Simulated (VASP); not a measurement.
Here is a VASP 6.6.1 calculation.

INCAR

```
  PREC = Accurate
  ENCUT = 600
  EDIFF = 1E-6
  ISMEAR = 0
  SIGMA = 0.02
  LREAL = False
  LASPH = True
  NELM = 100
  ALGO = Normal
  ISIF = 3
  LWAVE = False
  LCHARG = False
  GGA = PE
  IBRION = 2
  NSW = 100
  EDIFFG = -0.005
```

File KPOINTS:

```
regular mesh
0
Gamma
  12 12 2
```

Contents of POSCAR:

```
MoS2
1.0
    3.1922379100      0.0000000000      0.0000000000
   -1.5961189600      2.7645591300      0.0000000000
    0.0000000000      0.0000000000     13.3782940000
Mo S
2 4
Direct
    0.6666666700      0.3333333300      0.2500000000
    0.3333333300      0.6666666700      0.7500000000
    0.6666666700      0.3333333300      0.6330820000
    0.3333333300      0.6666666700      0.3669180000
    0.6666666700      0.3333333300      0.8669180000
    0.3333333300      0.6666666700      0.1330820000
```

Potentials or basis: VASP PAW PBE potentials, release 64 (Mo_sv, S).

The run is started by

```sh
$ cat potpaw_PBE.64/Mo_sv/POTCAR potpaw_PBE.64/S/POTCAR > POTCAR
$ mpirun -np 1 vasp_std > vasp.out
```

Task: Estimate the relaxed cell.

Result: a = 3.185 Å, b = 3.185 Å, c = 14.242 Å, α = 90.00°, β = 90.00°, γ = 120.00°.

Task: Predict the space group after relaxing (to 0.05 Å).

Result: P6_3/mmc (No. 194).

Task: Estimate the relaxed volume.

Result: 20.85 Å³/atom.

Final structure:
```
CELL_PARAMETERS angstrom
3.18464 0.00000 0.00000
-1.59232 2.75798 0.00000
0.00000 0.00000 14.24159
ATOMIC_POSITIONS crystal
Mo 0.66667 0.33333 0.25000
Mo 0.33333 0.66667 0.75000
S 0.66667 0.33333 0.64033
S 0.33333 0.66667 0.35967
S 0.66667 0.33333 0.85967
S 0.33333 0.66667 0.14033
```

Caveat: this functional lacks dispersion, which binds the layers, so the pressure and a relaxed spacing across them are unreliable.
